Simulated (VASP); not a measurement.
**PbF2: single point with r2SCAN**

PbF2:

```
Pb F
1.0
     0.00000    2.92530    2.96985
     2.92530    0.00000    2.96985
     2.92530    2.92530    0.00000
Pb F
1 2
Cartesian
  0.0000 0.0000 0.0000
  1.4627 1.4627 1.4849
  4.3880 4.3880 4.4548
```

This cell differs from its parent crystal: strain -0.015 along x and y, +0.000 along z.

- Program: VASP 6.6.1
- Task: single point
- Functional: r2SCAN
- Potentials or basis: VASP PAW PBE potentials, release 64 (Pb_d, F)
- Cutoff: 520 eV
- k mesh: 8 × 8 × 8
- Occupations: gaussian, width 0.05 eV
- Spin: no spin polarisation
- Dipole correction: no
- Further INCAR settings: ALGO = Normal; EDIFF = 1e-06; NBANDS = 21

- Pressure: 1.6 GPa
- Band gap on the k mesh: 4.89 eV, indirect (least direct gap 5.05 eV)

Stress tensor (GPa, compression positive):
```
1.89 0.00 0.00
0.00 1.89 0.00
0.00 0.00 1.09
```

Levels at points of the mesh, in eV from the valence-band top:
| k point | band 12 | band 13 | band 14 | band 15 | band 16 | band 17 |
| --- | --- | --- | --- | --- | --- | --- |
| (0.00, 0.00, 0.00) | -2.39 | -2.29 | -2.29 | 7.28 | 7.28 | 7.35 |
| (0.50, 0.00, 0.00) | -2.51 | -2.49 | -0.09 | 5.34 | 8.28 | 8.31 |
| (0.50, 0.50, 0.00) | -1.87 | -1.87 | -0.11 | 4.94 | 8.53 | 8.53 |
| (0.50, 0.00, 0.50) | -1.87 | -1.86 | -0.19 | 4.89 | 8.45 | 8.57 |

Wall time 80 s on 1 thread of Intel(R) Xeon(R) 6975P-C (Granite Rapids), on a shared host, peak memory 0.21 GiB.

Caveat: the cell differs from its parent crystal (strain -0.015 along x and y, +0.000 along z); the PAW data sets were made with another functional, which shifts forces and pressure a little; spin-orbit coupling is left out, which moves the levels of the heavy elements. A k mesh can miss the band edges.
